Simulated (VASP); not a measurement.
Write the native input for VASP 6.6.1 that does the following.

- Task: single point
- Functional: PBE
- Potentials or basis: VASP PAW PBE potentials, release 64 (Sc_sv, B, Pt)
- Cutoff: 520 eV
- k mesh: 8 × 8 × 8
- Occupations: fermi-dirac, width 0.1 eV
- Spin: no spin polarisation
- Dipole correction: no
- Further INCAR settings: ALGO = Normal; EDIFF = 1e-06; NBANDS = 30

The structure of ScBPt3 lies in POSCAR:

```
ScBPt3
1.0
    4.2337416267      0.0000000000      0.0000000000
    0.0000000000      4.2337416267      0.0000000000
    0.0000000000      0.0000000000      4.3195581280
Sc B Pt
1 1 3
Direct
    0.0000000000      0.0000000000      0.0000000000
    0.5000000000      0.5000000000      0.5000000000
    0.0000000000      0.5000000000      0.5000000000
    0.5000000000      0.5000000000      0.0000000000
    0.5000000000      0.0000000000      0.5000000000
```

One way to write it, as run:

INCAR

```
PREC     = Accurate       # precision mode
ENCUT    = 520            # plane-wave cutoff, eV
EDIFF    = 1E-6           # SCF threshold, eV
ISMEAR   = -1             # smearing method
SIGMA    = 0.1            # smearing width, eV
LREAL    = F              # projectors in reciprocal space
LASPH    = T              # aspherical terms in the spheres
NELM     = 100            # most SCF steps
ALGO     = Normal         # electronic algorithm
ISIF     = 2              # what is computed and relaxed
LWAVE    = F              # write WAVECAR
LCHARG   = F              # write CHGCAR
GGA      = PE             # functional
NBANDS   = 30             # bands
```

KPOINTS

```
regular mesh
0
Gamma
  8 8 8
```

Potentials or basis: VASP PAW PBE potentials, release 64 (Sc_sv, B, Pt).

Launch:

```bash
$ cat potpaw_PBE.64/Sc_sv/POTCAR potpaw_PBE.64/B/POTCAR potpaw_PBE.64/Pt/POTCAR > POTCAR
$ mpirun -np 1 vasp_std > vasp.out
```

It gave:

```json
{
  "Pressure": "-0.9 GPa",
  "Band gap on the k mesh": "zero (bands 22 and 23 overlap by 1.31 eV)"
}
```

Caveat: spin-orbit coupling is left out, which moves the levels of the heavy elements.

Wall time 55 s on 1 thread of Intel(R) Xeon(R) 6975P-C (Granite Rapids), on a shared host, peak memory 0.29 GiB.
